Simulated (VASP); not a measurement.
Ga2O3:

```
Ga O
1.0
     4.11400    0.00000    0.00000
     0.00000    4.11400    0.00000
     0.00000    0.00000    4.11400
Ga O
2 3
Direct
  0.50000 0.50000 0.50000
  0.00000 0.00000 0.00000
  0.50000 0.00000 0.00000
  0.00000 0.50000 0.00000
  0.00000 0.00000 0.50000
```

- Program: VASP 6.6.1
- Task: relaxation of cell and atoms
- Functional: PBE
- Potentials or basis: VASP PAW PBE potentials, release 64 (Ga_d, O)
- Cutoff: 600 eV
- k mesh: 4 × 4 × 4
- Occupations: gaussian, width 0.1 eV
- Spin: collinear spin, ferromagnetic start
- Starting moments: [0.0, 0.0, 1.0, 1.0, 1.0] μB

At the start: pressure -15.7 GPa; volume 13.93 Å³/atom.

Question: How do energy, volume and symmetry change on relaxing?

Answer: Over 3 steps the energy falls by 184.3 meV/atom and the volume is 11.18 Å³/atom (-19.7 %); space group Pm-3m (No. 221, to 0.05 Å); moment 0.00 μB per cell.

The path:
```csv
step,energy change (eV),largest force (eV/Å),pressure (GPa),volume (Å³)
1,0.0000,0.0000,-15.75,69.63
2,-0.9152,0.0000,-2.20,56.73
3,-0.9213,0.0000,-0.07,55.90
```

Final structure:
```yaml
crystal:
  lattice:
    - [3.82362, 0.00000, 0.00000]
    - [0.00000, 3.82362, 0.00000]
    - [0.00000, 0.00000, 3.82362]
  atoms:
    - { symbol: Ga, position: [0.50000, 0.50000, 0.50000] }
    - { symbol: Ga, position: [0.00000, 0.00000, 0.00000] }
    - { symbol: O, position: [0.50000, 0.00000, 0.00000] }
    - { symbol: O, position: [0.00000, 0.50000, 0.00000] }
    - { symbol: O, position: [0.00000, 0.00000, 0.50000] }
```

Caveat: the k points lie up to 0.41 Å⁻¹ apart in the final cell; the volume moved by over 15 % at a fixed basis, so the end points are rough.
